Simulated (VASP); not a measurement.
Write the native input for VASP 6.6.1 that does the following.

| Property | Result |
| --- | --- |
| Task | relaxation of cell and atoms |
| Functional | HSE06 |
| Potentials or basis | VASP PAW PBE potentials, release 64 (Nb_sv) |
| Cutoff | 600 eV |
| k mesh | 5 × 5 × 5 |
| Occupations | fermi-dirac, width 0.05 eV |
| Spin | no spin polarisation |
| Dipole correction | no |
| Grid for exact exchange (PRECFOCK) | Normal |
| Further INCAR settings | ALGO = Normal; EDIFF = 1e-07; IBRION = 2; EDIFFG = -0.01; NSW = 60; ISIF = 3 |
| Share of exact exchange | 0.25 |
| Screening parameter | 0.2079 1/Å |

The system is Nb.

```
CELL_PARAMETERS angstrom
2.71964 0.00000 0.00000
0.00000 2.71964 0.00000
0.00000 0.00000 2.71964
ATOMIC_POSITIONS crystal
Nb 0.50000 0.50000 0.50000
```

This isn't the form of Nb at room conditions, which is bcc.

One way to write it, as run:

POSCAR

```
Nb
1.0
    2.7196400000      0.0000000000      0.0000000000
    0.0000000000      2.7196400000      0.0000000000
    0.0000000000      0.0000000000      2.7196400000
Nb
1
Direct
    0.5000000000      0.5000000000      0.5000000000
```

INCAR.step1

```
PREC = Accurate
ENCUT = 600
EDIFF = 1E-5
ISMEAR = -1
SIGMA = 0.05
LREAL = F
LASPH = T
NELM = 60
ALGO = Normal
LWAVE = T
LCHARG = F
GGA = PE
NBANDS = 12
```

INCAR.step2

```
PREC = Accurate
ENCUT = 600
EDIFF = 1E-7
ISMEAR = -1
SIGMA = 0.05
LREAL = F
LASPH = T
NELM = 60
ALGO = Normal
ISIF = 3
LWAVE = F
LCHARG = F
GGA = PE
LHFCALC = T
HFSCREEN = 0.2079
PRECFOCK = Normal
IBRION = 2
NSW = 60
EDIFFG = -0.01
ISTART = 1
```

KPOINTS

```
Automatic mesh
0
Gamma
  5 5 5
```

Potentials or basis: VASP PAW PBE potentials, release 64 (Nb_sv).

Run with:

```sh
$ cat potpaw_PBE.64/Nb_sv/POTCAR > POTCAR
$ cp INCAR.step1 INCAR
$ mpirun -np 1 vasp_std > vasp.out
$ cp INCAR.step2 INCAR
$ mpirun -np 1 vasp_std > vasp.out
```

Results of the run:

```json
{
 "Relaxed volume": "20.90 Å³/atom",
 "Relaxed cell": "a = 2.754 Å, b = 2.754 Å, c = 2.754 Å, α = 90.00°, β = 90.00°, γ = 90.00°",
 "Space group after relaxing (to 0.1 Å)": "Pm-3m (No. 221)",
 "Energy gained by relaxing": "12.1 meV/atom",
 "Ionic steps": "3",
 "Pressure after relaxing": "0.0 GPa",
 "Band gap on the k mesh": "zero (an odd number of electrons rules out a gap without spin polarisation)"
}
```

Caveat: the k points lie up to 0.46 Å⁻¹ apart in the final cell, too coarse for converged energies and pressures of a metal; the PAW data sets were made with another functional, which shifts forces and pressure a little.

Run time: 12 min on 1 thread of Intel(R) Xeon(R) Platinum 8488C (Sapphire Rapids) (shared host), peak memory 0.25 GiB.
